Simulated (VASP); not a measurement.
# Ti (Cmcm) in VASP: further runs

Ti is run at these levels: PBEsol; tasks: single point.

Program: VASP 6.6.1. These are calculated values, not measurements. Logs are shortened: lines on timing, memory, paths and dates and some standing lists are left out, and cuts for length are marked.

**1. The cell of the first run**

The structure is orthorhombic, space group Cmcm (No. 63). Conventional cell: a = 4.539 Å, b = 4.539 Å, c = 3.210 Å, α = 90.00°, β = 90.00°, γ = 90.00°. Within 3.3 Å of Ti (site symmetry m2m) lie 14 Ti at 2.37 to 3.22 Å.

**2. Single point, PBEsol (atoms displaced along a vibrational mode)**

File INCAR:

```
ALGO = Fast
EDIFF = 1E-7
ENCUT = 520
GGA = PS
ISIF = 2
ISMEAR = 0
LASPH = T
LCHARG = T
LELF = T
LREAL = F
LVHAR = T
LWAVE = F
NBANDS = 19
NELM = 100
PREC = Accurate
SIGMA = 0.15
```

File KPOINTS:

```
k-points
0
Gamma
  14 14 14
```

File POSCAR:

```
Ti
1.0
    0.0000000000     -3.2099008398      0.0000000000
   -3.2099008398      0.0000000000      0.0000000000
    0.0000000000      0.0000000000     -3.2099008398
Ti
2
Direct
    0.5573226430      0.5573226430      0.5000000000
   -0.0573226430     -0.0573226430      0.0000000000
```

Potentials or basis: VASP PAW PBE potentials, release 64 (Ti_sv).

Started as:

```console
> cat potpaw_PBE.64/Ti_sv/POTCAR > POTCAR
> mpirun -np 1 vasp_std > vasp.out
```

OUTCAR:

```text
EDIFF = 1E-7
   ENCUT = 520
   GGA = PS
   ISIF = 2
   ISMEAR = 0
   LASPH = T
   LREAL = F
   NELM = 100
   PREC = Accurate

 ion  position               nearest neighbor table
   1  0.557  0.557  0.500-   2 2.37   2 2.37   2 2.83   2 2.83   2 2.83   2 2.83
   2  0.943  0.943  0.000-   1 2.37   1 2.37   1 2.83   1 2.83   1 2.83   1 2.83

  LATTYP: Found a simple cubic cell.
 ALAT       =     3.2099008398

  Lattice vectors:

 A1 = (   0.0000000000,  -3.2099008398,   0.0000000000)
 A2 = (  -3.2099008398,   0.0000000000,   0.0000000000)
 A3 = (   0.0000000000,   0.0000000000,  -3.2099008398)

Analysis of symmetry for initial positions (statically):
=====================================================================
 Subroutine PRICEL returns:
 Original cell was already a primitive cell.

 Routine SETGRP: Setting up the symmetry group for a
 simple cubic supercell.

 Subroutine GETGRP returns: Found  8 space group operations
 (whereof  4 operations were pure point group operations)
 out of a pool of 48 trial point group operations.

The static configuration has the point symmetry C_2v.
 The point group associated with its full space group is D_2h.

Analysis of symmetry for dynamics (positions and initial velocities):
=====================================================================
 Subroutine PRICEL returns:
 Original cell was already a primitive cell.

 Routine SETGRP: Setting up the symmetry group for a
 simple cubic supercell.

 Subroutine GETGRP returns: Found  8 space group operations
 (whereof  4 operations were pure point group operations)
 out of a pool of 48 trial point group operations.

The dynamic configuration has the point symmetry C_2v.
 The point group associated with its full space group is D_2h.

 Subroutine INISYM returns: Found  8 space group operations
 (whereof  4 operations are pure point group operations),
 and found     1 'primitive' translations

----------------------------------------------------------------------------------------

                                     Primitive cell

  volume of cell :      33.0731

  direct lattice vectors                    reciprocal lattice vectors
     0.000000000 -3.209900840  0.000000000     0.000000000 -0.311536103  0.000000000
    -3.209900840  0.000000000  0.000000000    -0.311536103  0.000000000  0.000000000
     0.000000000  0.000000000 -3.209900840     0.000000000  0.000000000 -0.311536103

  length of vectors
     3.209900840  3.209900840  3.209900840     0.311536103  0.311536103  0.311536103

  position of ions in fractional coordinates (direct lattice)
     0.557322643  0.557322643  0.500000000
     0.942677357  0.942677357  0.000000000

  ion indices of the primitive-cell ions
   primitive index   ion index
                 1           1
                 2           2

----------------------------------------------------------------------------------------

 KPOINTS: k-points

Automatic generation of k-mesh.
 Grid dimensions read from file:
 generate k-points for:   14   14   14

 Generating k-lattice:

  Cartesian coordinates                     Fractional coordinates (reciprocal lattice)
     0.000000000 -0.022252579  0.000000000     0.071428571  0.000000000  0.000000000
    -0.022252579  0.000000000  0.000000000     0.000000000  0.071428571  0.000000000
     0.000000000  0.000000000 -0.022252579     0.000000000  0.000000000  0.071428571

  Length of vectors
     0.022252579  0.022252579  0.022252579

  Shift w.r.t. Gamma in fractional coordinates (k-lattice)
     0.000000000  0.000000000  0.000000000

 Subroutine IBZKPT returns following result:
 ===========================================

 Found    456 irreducible k-points:

 Following reciprocal coordinates:
            Coordinates               Weight
  0.000000  0.000000  0.000000      1.000000
  0.071429  0.000000  0.000000      4.000000
  0.000000  0.000000  0.071429      2.000000
  0.142857  0.000000  0.000000      4.000000
  0.000000  0.000000  0.142857      2.000000
  0.214286  0.000000  0.000000      4.000000
[... 16 lines left out ...]
  0.214286  0.071429  0.000000      4.000000
  0.000000  0.214286  0.071429      8.000000
 [... further k-points ...]
   k-points           NKPTS =    456   k-points in BZ     NKDIM =    456   number of bands    NBANDS=     19
   number of dos      NEDOS =    301   number of ions     NIONS =      2
   total plane-waves  NPLWV =  13824
   dimension x,y,z NGX =    24 NGY =   24 NGZ =   24
   dimension x,y,z NGXF=    48 NGYF=   48 NGZF=   48
   ions per type =               2
   NGX,Y,Z   is equivalent  to a cutoff of  12.43, 12.43, 12.43 a.u.
   NGXF,Y,Z  is equivalent  to a cutoff of  24.86, 24.86, 24.86 a.u.
 SYSTEM =  unknown system
   PREC   = accura    normal or accurate (medium, high low for compatibility)
   ISTART =      0    job   : 0-new  1-cont  2-samecut
   ICHARG =      2    charge: 1-file 2-atom 10-const
   ISPIN  =      1    spin polarized calculation?
   LNONCOLLINEAR =      F non collinear calculations
   LSORBIT =      F    spin-orbit coupling
   LASPH  =      T    aspherical Exc in radial PAW
   ENCUT  =  520.0 eV  38.22 Ry    6.18 a.u.   5.97  5.97  5.97*2*pi/ulx,y,z
   NELM   =    100;   NELMIN=  2; NELMDL= -5     # of ELM steps
   EDIFF  = 0.1E-06   stopping-criterion for ELM
   LREAL  =      F    real-space projection
   EDIFFG = 0.1E-05   stopping-criterion for IOM
   NSW    =      0    number of steps for IOM
   IBRION =     -1    ionic relax: 0-MD 1-quasi-New 2-CG
   NFREE  =      0    steps in history (QN), initial steepest desc. (CG)
   ISIF   =      2    stress and relaxation
   ISYM   =      2    0-nonsym 1-usesym 2-fastsym
   POTIM  = 0.5000    time-step for ionic-motion
   TEBEG  =    0.0;   TEEND  =   0.0 temperature during run
   PSTRESS=    0.0 pullay stress
   NELECT =      24.0000    total number of electrons
   NUPDOWN=      -1.0000    fix difference up-down
   EMIN   =  10.00;   EMAX   =-10.00  energy-range for DOS
   EFERMI =   0.00;   METHOD = LEGACY
   ISMEAR =     0;   SIGMA  =   0.15  broadening in eV -4-tet -1-fermi 0-gaus
   EFERMI_NEDOS =   21; number of points for ismear=-14 and -15
   IALGO  =     68    algorithm
   IMIX   =      4    mixing-type and parameters
     AMIX     =   0.40;   BMIX     =  1.00
     AMIX_MAG =   1.60;   BMIX_MAG =  1.00
  volume/ion in A,a.u.               =      16.54       111.59
  Fermi-wavevector in a.u.,A,eV,Ry     =   1.471139  2.780049 29.446397  2.164249
  Thomas-Fermi vector in A             =   2.586311
   LORBIT       =      0    0 simple, 1 ext, 2 COOP (PROOUT), +10 PAW based schemes
   GGA     = PS    functional components
   LHFCALC =     F    Hartree Fock is set to
   AEXX    =    0.0000 exact exchange contribution
   IVDW    =     0    specifies the selected vdW correction
   LEPSILON=     F    determine dielectric tensor
   LRPA    =     F    only Hartree local field effects (RPA)
 non-spin polarized calculation
 RMM-DIIS sequential band-by-band and
 Gauss-broadening in eV      SIGMA  =   0.15
  energy-cutoff  :      520.00
  volume of cell :       33.07
 maximum number of plane-waves:       912
   NGX = 11   NGY = 11   NGZ = 11

 number of electron      23.9999999 magnetization

 Free energy of the ion-electron system (eV)
  ---------------------------------------------------
  ext. energy  EPLUGINS =         0.00000000
  ---------------------------------------------------
  free energy    TOTEN  =       -15.74758040 eV

  energy without entropy =      -15.69956988  energy(sigma->0) =      -15.72357514

 E-fermi :   8.3942     XC(G=0): -11.8002

 val. band max:        8.3941945073   @ k =   0.2857   0.1429   0.1429
 cond. band min:       8.3950514188   @ k =   0.0714   0.4286   0.3571
 fundamental gap:      0.0008569115
 Fermi energy:         8.3942050277

 k-point     1 :       0.0000    0.0000    0.0000
  band No.  band energies     occupation
      1     -47.8448      2.00000
      2     -47.3537      2.00000
      3     -24.4365      2.00000
      4     -24.4243      2.00000
      5     -24.0199      2.00000
      6     -23.7415      2.00000
[... 11 lines left out ...]
     18      12.0405      0.00000
     19      13.2988      0.00000

 k-point     2 :       0.0714    0.0000    0.0000
  band No.  band energies     occupation
      1     -47.8413      2.00000
      2     -47.3561      2.00000
      3     -24.4304      2.00000
      4     -24.4252      2.00000
      5     -24.0233      2.00000
      6     -23.7452      2.00000
[... 11 lines left out ...]
     18      12.1726      0.00000
     19      13.2071      0.00000

 k-point     3 :       0.0000    0.0000    0.0714
  band No.  band energies     occupation
      1     -47.8382      2.00000
      2     -47.3593      2.00000
      3     -24.4426      2.00000
      4     -24.4228      2.00000
      5     -24.0158      2.00000
      6     -23.7443      2.00000
[... 11 lines left out ...]
     18      12.0473      0.00000
     19      13.1728      0.00000

 k-point     4 :       0.1429    0.0000    0.0000
  band No.  band energies     occupation
      1     -47.8314      2.00000
      2     -47.3628      2.00000
      3     -24.4276      2.00000
      4     -24.4130      2.00000
      5     -24.0332      2.00000
      6     -23.7567      2.00000
[... 11 lines left out ...]
     18      12.2820      0.00000
     19      13.0167      0.00000

 k-point     5 :       0.0000    0.0000    0.1429
  band No.  band energies     occupation
      1     -47.8187      2.00000
      2     -47.3760      2.00000
      3     -24.4586      2.00000
      4     -24.4197      2.00000
      5     -24.0036      2.00000
      6     -23.7526      2.00000
[... 11 lines left out ...]
     18      12.1959      0.00000
     19      12.8656      0.00000

 k-point     6 :       0.2143    0.0000    0.0000
  band No.  band energies     occupation
      1     -47.8164      2.00000
      2     -47.3732      2.00000
      3     -24.4305      2.00000
      4     -24.3867      2.00000
      5     -24.0490      2.00000
      6     -23.7750      2.00000
[... 11 lines left out ...]
     18      12.2390      0.00000
     19      12.8407      0.00000

 k-point     7 :       0.0000    0.0000    0.2143
  band No.  band energies     occupation
      1     -47.7875      2.00000
      2     -47.4032      2.00000
      3     -24.4784      2.00000
      4     -24.4185      2.00000
      5     -23.9842      2.00000
      6     -23.7663      2.00000
[... 11 lines left out ...]
     18      12.3388      0.00000
     19      12.5229      0.00000

 k-point     8 :       0.2857    0.0000    0.0000
  band No.  band energies     occupation
      1     -47.7989      2.00000
      2     -47.3857      2.00000
      3     -24.4324      2.00000
      4     -24.3557      2.00000
      5     -24.0704      2.00000
      6     -23.7957      2.00000
[... 256 lines left out ...]
 k-point    20 :       0.0000    0.1429    0.0714
  band No.  band energies     occupation
      1     -47.8250      2.00000
      2     -47.3682      2.00000
      3     -24.4440      2.00000
      4     -24.4058      2.00000
      5     -24.0269      2.00000
      6     -23.7623      2.00000
[... 11 lines left out ...]
     18      12.2597      0.00000
     19      12.9107      0.00000

 k-point    21 :       0.0714    0.0000    0.1429
  band No.  band energies     occupation
      1     -47.8155      2.00000
      2     -47.3781      2.00000
      3     -24.4634      2.00000
      4     -24.4140      2.00000
      5     -24.0053      2.00000
      6     -23.7590      2.00000
[... 11 lines left out ...]
     18      12.1978      0.00000
     19      12.7802      0.00000

 k-point    22 :      -0.0714    0.1429    0.0000
  band No.  band energies     occupation
      1     -47.8284      2.00000
      2     -47.3646      2.00000
      3     -24.4469      2.00000
      4     -24.4079      2.00000
      5     -23.9892      2.00000
      6     -23.8088      2.00000
[... 11 lines left out ...]
     18      12.1398      0.00000
     19      13.2640      0.00000

 k-point    23 :       0.2143    0.0714    0.0000
  band No.  band energies     occupation
      1     -47.8128      2.00000
      2     -47.3757      2.00000
      3     -24.4122      2.00000
      4     -24.3802      2.00000
      5     -24.1057      2.00000
      6     -23.7225      2.00000
[... 11 lines left out ...]
     18      12.3443      0.00000
     19      12.5338      0.00000

 k-point    24 :       0.0000    0.2143    0.0714
  band No.  band energies     occupation
      1     -47.8104      2.00000
      2     -47.3782      2.00000
      3     -24.4461      2.00000
      4     -24.3864      2.00000
      5     -24.0396      2.00000
      6     -23.7833      2.00000
[... 11 lines left out ...]
     18      12.1726      0.00000
     19      12.7924      0.00000

 [... further k-points ...]
[... 5 lines left out ...]
  --------------------------------------------------------------------------------------
  -------------------------------------------------------------------------------------
  Total        0.0138255      0.0138255      2.1602150      0.6227858      0.0000000      0.0000000
  in kB        0.6697550      0.6697550    104.6484292     30.1699411      0.0000000      0.0000000
  external PRESSURE =      35.3293131 kB  Pullay stress =       0.0000000 kB

 VOLUME and BASIS-vectors are now :
 -----------------------------------------------------------------------------
  energy-cutoff  :      520.00
  volume of cell :       33.07
      direct lattice vectors                 reciprocal lattice vectors
     0.000000000 -3.209900840  0.000000000     0.000000000 -0.311536103  0.000000000
    -3.209900840  0.000000000  0.000000000    -0.311536103  0.000000000  0.000000000
     0.000000000  0.000000000 -3.209900840     0.000000000  0.000000000 -0.311536103

 POSITION                                       TOTAL-FORCE (eV/Angst)
 -----------------------------------------------------------------------------------
     -1.78895     -1.78895     -1.60495         1.911295      1.911295      0.000000
     -3.02590     -3.02590      0.00000        -1.911295     -1.911295      0.000000
 -----------------------------------------------------------------------------------
    total drift:                               -0.000000     -0.000000     -0.000000

  FREE ENERGIE OF THE ION-ELECTRON SYSTEM (eV)
  ---------------------------------------------------
  free  energy   TOTEN  =       -15.7475803982 eV

  energy  without entropy=      -15.6995698844  energy(sigma->0) =      -15.72357514
```

It took 15 min on 1 thread of Intel Xeon 8259CL, shared host; peak memory 0.33 GiB.

Results:

* Free energy: -15.7476 eV
* Pressure: 3.5 GPa
* Largest force: 2.703 eV/Å
* Band gap on the k mesh: zero (bands 12 and 13 overlap by 1.03 eV)

Forces on the atoms (eV/Å):
```
Ti   1.911  1.911  0.000
Ti  -1.911 -1.911  0.000
```

Caveat: the cell differs from its parent crystal (atoms displaced along a vibrational mode); the cell stands under pressure; the PAW data sets were made with another functional, which shifts forces and pressure a little.

[end of part 1 of 2]
